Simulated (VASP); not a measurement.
The system is LiCl.

```
Cl Li
1.0
     0.00000    2.56477    2.56477
     2.56477    0.00000    2.56477
     2.56477    2.56477    0.00000
Cl Li
1 1
Cartesian
  2.5648 2.5648 2.5648
  0.0000 0.0000 0.0000
```

| Quantity | Value |
| --- | --- |
| Program | VASP 6.6.1 |
| Task | relaxation of cell and atoms |
| Functional | RPBE |
| Potentials or basis | VASP PAW PBE potentials, release 64 (Cl, Li_sv) |
| Cutoff | 600 eV |
| k mesh | 9 × 9 × 9 |
| Occupations | fermi-dirac, width 0.05 eV |
| Spin | no spin polarisation |

At the start: pressure 2.2 GPa; volume 16.87 Å³/atom.

Problem. How do energy, volume and symmetry change on relaxing?

Solution. Over 4 steps the energy falls by 7.6 meV/atom and the volume is 18.06 Å³/atom (+7.1 %); space group Fm-3m (No. 225, to 0.05 Å).

Step by step:
```csv
step,energy change (eV),largest force (eV/Å),pressure (GPa),volume (Å³)
1,0.0000,0.0000,2.17,33.74
2,-0.0112,0.0000,1.05,34.87
3,-0.0151,0.0000,-0.11,36.27
4,-0.0152,0.0000,-0.01,36.13
```

Final structure:
```yaml
crystal:
  lattice:
    - [0.00000, 2.62385, 2.62385]
    - [2.62385, 0.00000, 2.62385]
    - [2.62385, 2.62385, 0.00000]
  atoms:
    - { symbol: Cl, position: [0.50000, 0.50000, 0.50000] }
    - { symbol: Li, position: [0.00000, 0.00000, 0.00000] }
```

Caveat: the cutoff is under 1.25 times the usual one of these potentials, so pressure, stress and relaxed cells hold a basis-set (Pulay) error; the PAW data sets were made with another functional, which shifts forces and pressure a little.
